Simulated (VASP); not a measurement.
# Ag (P6/mmm) in VASP: further runs

The runs below take Ag through single point, relaxation of cell and atoms, with PBE.

All numbers are computed with VASP 6.6.1; they aren't measurements. Logs are shortened: lines on timing, memory, paths and dates and some standing lists are left out, and cuts for length are marked.

### 1 The cell of the first run

Symmetry: P6/mmm, No. 191, hexagonal system. The conventional cell has a = 2.257 Å, b = 2.257 Å, c = 2.161 Å, α = 90.00°, β = 90.00°, γ = 120.00°. Within 2.9 Å of Ag (site symmetry 6/mmm) lie 8 Ag at 2.16 to 2.26 Å.

### 2 Single point, PBE

Input file INCAR:

```
PREC     = Accurate       # precision mode
ENCUT    = 520            # plane-wave cutoff, eV
EDIFF    = 1E-7           # SCF threshold, eV
ISMEAR   = -1             # smearing method
SIGMA    = 0.05           # smearing width, eV
LREAL    = F              # projectors in reciprocal space
LASPH    = T              # aspherical terms in the spheres
NELM     = 60             # most SCF steps
ALGO     = Normal         # electronic algorithm
ISIF     = 2              # what is computed and relaxed
LWAVE    = F              # write WAVECAR
LCHARG   = F              # write CHGCAR
GGA      = PE             # functional
NBANDS   = 12             # bands
```

Input file KPOINTS:

```
Automatic mesh
0
Gamma
  19 19 18
```

Input file POSCAR:

```
Ag
1.0
    2.2572519036      0.0000000000      0.0000000000
   -1.1286259518      1.9548374912      0.0000000000
    0.0000000000      0.0000000000      2.1605246738
Ag
1
Direct
    0.0000000000      0.0000000000      0.0000000000
```

Potentials or basis: VASP PAW PBE potentials, release 64 (Ag).

Launch:

```
$ cat potpaw_PBE.64/Ag/POTCAR > POTCAR
$ mpirun -np 1 vasp_std > vasp.out
```

OUTCAR:

```text
PREC = Accurate
   ENCUT = 520
   EDIFF = 1E-7
   ISMEAR = -1
   LREAL = F
   LASPH = T
   NELM = 60
   ISIF = 2
   GGA = PE

 ion  position               nearest neighbor table
   1  0.000  0.000  0.000-

  LATTYP: Found a hexagonal cell.
 ALAT       =     2.2572519036
 C/A-ratio  =     0.9571482343

  Lattice vectors:

 A1 = (   2.2572519036,   0.0000000000,   0.0000000000)
 A2 = (  -1.1286259518,   1.9548374912,   0.0000000000)
 A3 = (   0.0000000000,   0.0000000000,   2.1605246738)

Analysis of symmetry for initial positions (statically):
=====================================================================
 Subroutine PRICEL returns:
 Original cell was already a primitive cell.

 Routine SETGRP: Setting up the symmetry group for a
 hexagonal supercell.

 Subroutine GETGRP returns: Found 24 space group operations
 (whereof 24 operations were pure point group operations)
 out of a pool of 24 trial point group operations.

The static configuration has the point symmetry D_6h.

Analysis of symmetry for dynamics (positions and initial velocities):
=====================================================================
 Subroutine PRICEL returns:
 Original cell was already a primitive cell.

 Routine SETGRP: Setting up the symmetry group for a
 hexagonal supercell.

 Subroutine GETGRP returns: Found 24 space group operations
 (whereof 24 operations were pure point group operations)
 out of a pool of 24 trial point group operations.

The dynamic configuration has the point symmetry D_6h.

 Subroutine INISYM returns: Found 24 space group operations
 (whereof 24 operations are pure point group operations),
 and found     1 'primitive' translations

----------------------------------------------------------------------------------------

                                     Primitive cell

  volume of cell :       9.5334

  direct lattice vectors                    reciprocal lattice vectors
     2.257251904  0.000000000  0.000000000     0.443016572  0.255775737  0.000000000
    -1.128625952  1.954837491  0.000000000     0.000000000  0.511551474  0.000000000
     0.000000000  0.000000000  2.160524674     0.000000000  0.000000000  0.462850534

  length of vectors
     2.257251904  2.257251904  2.160524674     0.511551474  0.511551474  0.462850534

  position of ions in fractional coordinates (direct lattice)
     0.000000000  0.000000000  0.000000000

  ion indices of the primitive-cell ions
   primitive index   ion index
                 1           1

----------------------------------------------------------------------------------------

 KPOINTS: Automatic mesh

Automatic generation of k-mesh.
 Grid dimensions read from file:
 generate k-points for:   19   19   18

 Generating k-lattice:

  Cartesian coordinates                     Fractional coordinates (reciprocal lattice)
     0.023316662  0.013461881  0.000000000     0.052631579 -0.000000000  0.000000000
     0.000000000  0.026923762  0.000000000     0.000000000  0.052631579  0.000000000
     0.000000000  0.000000000  0.025713919     0.000000000  0.000000000  0.055555556

  Length of vectors
     0.026923762  0.026923762  0.025713919

  Shift w.r.t. Gamma in fractional coordinates (k-lattice)
     0.000000000  0.000000000  0.000000000

 Subroutine IBZKPT returns following result:
 ===========================================

 Found    400 irreducible k-points:

 Following reciprocal coordinates:
            Coordinates               Weight
  0.000000  0.000000  0.000000      1.000000
  0.052632 -0.000000  0.000000      6.000000
  0.105263 -0.000000  0.000000      6.000000
  0.157895  0.000000  0.000000      6.000000
  0.210526 -0.000000  0.000000      6.000000
  0.263158 -0.000000  0.000000      6.000000
[... 16 lines left out ...]
  0.263158  0.105263  0.000000     12.000000
  0.315789  0.105263  0.000000     12.000000
 [... further k-points ...]
   k-points           NKPTS =    400   k-points in BZ     NKDIM =    400   number of bands    NBANDS=     12
   number of dos      NEDOS =    301   number of ions     NIONS =      1
   total plane-waves  NPLWV =   5184
   dimension x,y,z NGX =    18 NGY =   18 NGZ =   16
   dimension x,y,z NGXF=    36 NGYF=   36 NGZF=   32
   ions per type =               1
   NGX,Y,Z   is equivalent  to a cutoff of  13.26, 13.26, 12.31 a.u.
   NGXF,Y,Z  is equivalent  to a cutoff of  26.51, 26.51, 24.62 a.u.
 SYSTEM =  unknown system
   PREC   = accura    normal or accurate (medium, high low for compatibility)
   ISTART =      0    job   : 0-new  1-cont  2-samecut
   ICHARG =      2    charge: 1-file 2-atom 10-const
   ISPIN  =      1    spin polarized calculation?
   LNONCOLLINEAR =      F non collinear calculations
   LSORBIT =      F    spin-orbit coupling
   LASPH  =      T    aspherical Exc in radial PAW
   ENCUT  =  520.0 eV  38.22 Ry    6.18 a.u.   4.20  4.20  4.02*2*pi/ulx,y,z
   NELM   =     60;   NELMIN=  2; NELMDL= -5     # of ELM steps
   EDIFF  = 0.1E-06   stopping-criterion for ELM
   LREAL  =      F    real-space projection
   EDIFFG = 0.1E-05   stopping-criterion for IOM
   NSW    =      0    number of steps for IOM
   IBRION =     -1    ionic relax: 0-MD 1-quasi-New 2-CG
   NFREE  =      0    steps in history (QN), initial steepest desc. (CG)
   ISIF   =      2    stress and relaxation
   ISYM   =      2    0-nonsym 1-usesym 2-fastsym
   POTIM  = 0.5000    time-step for ionic-motion
   TEBEG  =    0.0;   TEEND  =   0.0 temperature during run
   PSTRESS=    0.0 pullay stress
   NELECT =      11.0000    total number of electrons
   NUPDOWN=      -1.0000    fix difference up-down
   EMIN   =  10.00;   EMAX   =-10.00  energy-range for DOS
   EFERMI =   0.00;   METHOD = LEGACY
   ISMEAR =    -1;   SIGMA  =   0.05  broadening in eV -4-tet -1-fermi 0-gaus
   EFERMI_NEDOS =   21; number of points for ismear=-14 and -15
   IALGO  =     38    algorithm
   IMIX   =      4    mixing-type and parameters
     AMIX     =   0.40;   BMIX     =  1.00
     AMIX_MAG =   1.60;   BMIX_MAG =  1.00
  volume/ion in A,a.u.               =       9.53        64.33
  Fermi-wavevector in a.u.,A,eV,Ry     =   1.717074  3.244800 40.114657  2.948344
  Thomas-Fermi vector in A             =   2.794142
   LORBIT       =      0    0 simple, 1 ext, 2 COOP (PROOUT), +10 PAW based schemes
   GGA     = PE    functional components
   LHFCALC =     F    Hartree Fock is set to
   AEXX    =    0.0000 exact exchange contribution
   IVDW    =     0    specifies the selected vdW correction
   LEPSILON=     F    determine dielectric tensor
   LRPA    =     F    only Hartree local field effects (RPA)
 non-spin polarized calculation
  energy-cutoff  :      520.00
  volume of cell :        9.53
 maximum number of plane-waves:       272
 NGX is ok and might be reduce to    18
   NGX =  9   NGY =  9   NGZ =  9

 number of electron      10.9999994 magnetization

 Free energy of the ion-electron system (eV)
  ---------------------------------------------------
  ext. energy  EPLUGINS =         0.00000000
  ---------------------------------------------------
  free energy    TOTEN  =         3.16281800 eV

  energy without entropy =        3.16437333  energy(sigma->0) =        3.16359567

 E-fermi :  20.3388     XC(G=0): -15.9678

 val. band max:       20.3206293872   @ k =   0.4211  -0.0000   0.2222
 cond. band min:      20.3842465051   @ k =   0.4211   0.1053   0.0556
 fundamental gap:      0.0636171179
 Fermi energy:        20.3388286626

 k-point     1 :       0.0000    0.0000    0.0000
  band No.  band energies     occupation
      1       6.8577      2.00000
      2       7.5711      2.00000
      3      11.5188      2.00000
      4      11.5188      2.00000
      5      17.0220      2.00000
      6      17.0220      2.00000
      7      35.8072      0.00000
      8      38.2265      0.00000
      9      46.8141      0.00000
     10      46.8141      0.00000
     11      49.5949      0.00000
     12      54.0236      0.00000

 k-point     2 :       0.0526   -0.0000    0.0000
  band No.  band energies     occupation
      1       7.0182      2.00000
      2       7.6216      2.00000
      3      11.4120      2.00000
      4      11.6436      2.00000
      5      16.8989      2.00000
      6      17.0004      2.00000
      7      36.0687      0.00000
      8      38.5001      0.00000
      9      45.6387      0.00000
     10      46.3340      0.00000
     11      50.0665      0.00000
     12      54.4054      0.00000

 k-point     3 :       0.1053   -0.0000    0.0000
  band No.  band energies     occupation
      1       7.4590      2.00000
      2       7.7800      2.00000
      3      11.1429      2.00000
      4      12.0120      2.00000
      5      16.5553      2.00000
      6      16.9381      2.00000
      7      36.7465      0.00000
      8      39.2877      0.00000
      9      43.5969      0.00000
     10      45.1786      0.00000
     11      50.1591      0.00000
     12      54.3699      0.00000
[... 286 lines left out ...]
 k-point    23 :       0.2632    0.1053    0.0000
  band No.  band energies     occupation
      1       8.5116      2.00000
      2       9.0258      2.00000
      3      12.2688      2.00000
      4      14.3733      2.00000
      5      16.2766      2.00000
      6      16.6733      2.00000
      7      33.0072      0.00000
      8      36.7375      0.00000
      9      43.2698      0.00000
     10      45.8774      0.00000
     11      48.3511      0.00000
     12      53.8493      0.00000

 k-point    24 :       0.3158    0.1053    0.0000
  band No.  band energies     occupation
      1       8.1394      2.00000
      2       9.2959      2.00000
      3      13.4774      2.00000
      4      13.9986      2.00000
      5      16.1416      2.00000
      6      18.0402      2.00000
      7      30.9850      0.00000
      8      35.7088      0.00000
      9      42.2407      0.00000
     10      47.0655      0.00000
     11      49.5437      0.00000
     12      53.0013      0.00000

 [... further k-points ...]

------------------------ aborting loop because EDIFF is reached ----------------------------------------

  FORCE on cell =-STRESS in cart. coord.  units (eV):
  Direction    XX          YY          ZZ          XY          YZ          ZX
  --------------------------------------------------------------------------------------
  -------------------------------------------------------------------------------------
  Total       23.0970082     23.0970082     22.9093140     -0.0000000     -0.0000000      0.0000000
  in kB     3881.6501799   3881.6501796   3850.1065551     -0.0000000     -0.0000000      0.0000000
  external PRESSURE =    3871.1356382 kB  Pullay stress =       0.0000000 kB

 VOLUME and BASIS-vectors are now :
 -----------------------------------------------------------------------------
  energy-cutoff  :      520.00
  volume of cell :        9.53
      direct lattice vectors                 reciprocal lattice vectors
     2.257251904  0.000000000  0.000000000     0.443016572  0.255775737  0.000000000
    -1.128625952  1.954837491  0.000000000     0.000000000  0.511551474  0.000000000
     0.000000000  0.000000000  2.160524674     0.000000000  0.000000000  0.462850534

 POSITION                                       TOTAL-FORCE (eV/Angst)
 -----------------------------------------------------------------------------------
      0.00000      0.00000      0.00000         0.000000      0.000000      0.000000
 -----------------------------------------------------------------------------------
    total drift:                                0.000000      0.000000      0.000000

  FREE ENERGIE OF THE ION-ELECTRON SYSTEM (eV)
  ---------------------------------------------------
  free  energy   TOTEN  =         3.1628179993 eV

  energy  without entropy=        3.1643733335  energy(sigma->0) =        3.16359567
```

It took 22 s on 1 thread of Intel Xeon Platinum 8488C (Sapphire Rapids), shared host; peak memory 0.15 GiB.

What came out:

```
Free energy : 3.1628 eV
Pressure    : 387.1 GPa
```

Stress tensor (GPa, compression positive):
```
388.17   0.00   0.00
  0.00 388.17   0.00
  0.00   0.00 385.01
```

Levels at points of the mesh, in eV from the Fermi level:
```tsv
k point	band 3	band 4	band 5	band 6	band 7	band 8	band 9	band 10
(0.00, 0.00, 0.00)	-8.82	-8.82	-3.32	-3.32	15.47	17.89	26.48	26.48
(0.00, 0.00, 0.50)	-8.08	-6.49	-6.49	-4.46	6.00	19.67	24.32	24.32
```

### 3 Single point, PBE

Input file INCAR:

```
  PREC = Accurate
  ENCUT = 520
  EDIFF = 1E-7
  ISMEAR = -1
  SIGMA = 0.05
  LREAL = False
  LASPH = True
  NELM = 60
  ALGO = Normal
  ISIF = 2
  LWAVE = False
  LCHARG = True
  GGA = PE
  LELF = True
  LVHAR = True
  NBANDS = 12
```

KPOINTS is that of step 2.

Input file POSCAR:

```
Ag
1.0
    2.2572682723      0.0000000000      0.0000000000
   -1.1286341361      1.9548516670      0.0000000000
    0.0000000000      0.0000000000      2.1606772853
Ag
1
Direct
    0.0000000000      0.0000000000      0.0000000000
```

Potentials or basis: VASP PAW PBE potentials, release 64 (Ag).

Launch:

```
$ cat potpaw_PBE.64/Ag/POTCAR > POTCAR
$ mpirun -np 1 vasp_std > vasp.out
```

Wall time 23 s (1 thread of Intel Xeon Platinum 8488C (Sapphire Rapids), shared host); peak memory 0.15 GiB.

It converged, with:

```
Free energy : 3.1609 eV
Pressure    : 387.0 GPa
```

Stress tensor (GPa, compression positive):
```
388.09   0.00   0.00
  0.00 388.09   0.00
  0.00   0.00 384.77
```

Levels at points of the mesh, in eV from the Fermi level:
| k point | band 3 | band 4 | band 5 | band 6 | band 7 | band 8 | band 9 | band 10 |
| --- | --- | --- | --- | --- | --- | --- | --- | --- |
| (0.00, 0.00, 0.00) | -8.82 | -8.82 | -3.32 | -3.32 | 15.47 | 17.88 | 26.48 | 26.48 |
| (0.00, 0.00, 0.50) | -8.08 | -6.49 | -6.49 | -4.46 | 5.99 | 19.67 | 24.32 | 24.32 |

### 4 Relaxation of cell and atoms, PBE, target pressure 390 GPa, at which the enthalpy is minimised

This run uses another cell than the first one, of 9.25 Å³/atom, 0.970 times its volume.

Input file INCAR:

```
SYSTEM = Ag
PREC = Accurate
ENCUT = 600
EDIFF = 1E-7
ISMEAR = -1
SIGMA = 0.05
LREAL = .False.
LASPH = .True.
NELM = 60
ALGO = Normal
ISIF = 3
LWAVE = .False.
LCHARG = .False.
GGA = PE
IBRION = 2
NSW = 60
EDIFFG = -0.005
PSTRESS = 3900.0
```

Input file KPOINTS:

```
Automatic mesh
0
Gamma
  19 19 18
  0 0 0
```

Input file POSCAR:

```
Ag
1.0
    2.2479851645      0.0000000000      0.0000000000
   -1.1239925823      1.9468122598      0.0000000000
    0.0000000000      0.0000000000      2.1131060546
Ag
1
Direct
    0.0000000000      0.0000000000      0.0000000000
```

Launch:

```
$ cat potpaw_PBE.64/Ag/POTCAR > POTCAR
$ mpirun -np 1 vasp_std > vasp.out
```

It took 1.8 min on 1 thread of Intel Xeon 6975P-C (Granite Rapids), shared host; peak memory 0.17 GiB.

Results (log left out):

```yaml
Free_energy: 3.2065 eV
Relaxed_volume: 9.52 Å³/atom
Relaxed_cell: a = 2.257 Å, b = 2.257 Å, c = 2.157 Å, α = 90.00°, β = 90.00°, γ = 120.00°
Space_group_after_relaxing_to_0.05_Å: P6/mmm (No. 191)
Energy_change_on_relaxing_the_enthalpy_is_what_falls: -704.9 meV/atom
Ionic_steps: 15
Pressure_after_relaxing: 390.0 GPa
```

Step by step:
```csv
step,energy change (eV),largest force (eV/Å),pressure (GPa),volume (Å³)
1,0.0000,0.0000,436.79,9.25
2,-5.1764,0.0000,91.39,13.29
3,-0.9649,0.0000,372.32,9.63
4,-0.7653,0.0000,385.63,9.54
5,-0.7509,0.0000,386.60,9.54
6,-0.2622,0.0000,418.79,9.37
7,-0.6946,0.0000,390.68,9.51
8,-0.6935,0.0000,390.76,9.51
9,-0.7849,0.0000,384.62,9.55
10,-0.7036,0.0000,390.08,9.51
11,-0.7038,0.0000,390.08,9.52
12,-0.7049,0.0000,389.99,9.52
13,-0.7040,0.0000,390.06,9.52
14,-0.7086,0.0000,389.73,9.52
15,-0.7049,0.0000,389.99,9.52
```

Final structure:
```yaml
crystal:
  lattice:
    - [2.25675, 0.00000, 0.00000]
    - [-1.12838, 1.95441, 0.00000]
    - [0.00000, 0.00000, 2.15741]
  atoms:
    - { symbol: Ag, position: [0.00000, 0.00000, 0.00000] }
```

Levels at points of the mesh, in eV from the Fermi level:
```
           k point  band 2  band 3  band 4  band 5  band 6  band 7  band 8  band 9
(0.00, 0.00, 0.00)  -12.80   -8.84   -8.84   -3.32   -3.32   15.44   17.94   26.46
(0.00, 0.00, 0.50)   -8.09   -8.09   -6.52   -6.52   -4.46    6.05   19.67   24.30
```

Caveat: the cell is relaxed towards a set pressure, so the enthalpy falls and the energy may rise.

(Part 1 of 2 ends here.)
